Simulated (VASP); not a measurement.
AlN: single point with PBE

Crystal: AlN.

```
Al N
1.0
    -0.04403    2.20159    2.20159
     2.20159   -0.04403    2.20159
     2.15756    2.15756    0.00000
Al N
1 1
Direct
  0.00000 0.00000 0.00000
  0.75000 0.75000 0.75000
```

This cell differs from its parent crystal: strain -0.0400 x Voigt [0, 0, 0, 0, 0, 1].

* Program: VASP 6.6.1
* Task: single point
* Functional: PBE
* Potentials or basis: VASP PAW PBE potentials, release 64 (Al, N)
* Cutoff: 520 eV
* k mesh: 10 × 10 × 10
* Occupations: gaussian, width 0.05 eV
* Spin: no spin polarisation
* Dipole correction: no
* Further INCAR settings: ALGO = Normal; EDIFF = 1e-06; NBANDS = 11

| Property | Result |
| --- | --- |
| Pressure | 0.1 GPa |
| Largest force | 0.322 eV/Å |
| Band gap on the k mesh | 3.16 eV, indirect (least direct gap 3.85 eV) |

Forces in eV/Å, atoms in the order of the input:
```
Al   0.000  0.000  0.322
N    0.000  0.000 -0.322
```

Stress tensor (GPa, compression positive):
```
 0.19  8.59  0.00
 8.59  0.19  0.00
 0.00  0.00 -0.05
```

Levels at points of the mesh, in eV from the valence-band top:
```csv
k point,band 1,band 2,band 3,band 4,band 5,band 6,band 7,band 8,band 9
"(0.00, 0.00, 0.00)",-14.95,-0.21,-0.12,0.00,3.85,11.71,12.26,12.75,17.38
"(0.50, 0.00, 0.00)",-13.05,-5.92,-0.54,-0.47,7.22,9.55,10.93,11.32,17.58
"(0.50, 0.50, 0.00)",-12.37,-4.94,-2.09,-1.61,3.16,8.42,13.52,15.19,15.50
"(0.00, 0.00, 0.50)",-12.90,-5.80,-0.68,-0.63,6.88,9.56,10.49,10.92,17.55
"(0.50, 0.00, 0.50)",-12.36,-4.94,-1.85,-1.85,3.20,8.37,13.45,15.32,15.39
```

It took 17 s on 1 thread of Intel(R) Xeon(R) Platinum 8375C CPU @ 2.90GHz (Ice Lake), with other jobs on the host, peak memory 0.16 GiB.

Caveat: the cell differs from its parent crystal (strain -0.0400 x Voigt [0, 0, 0, 0, 0, 1]). A k mesh can miss the band edges.
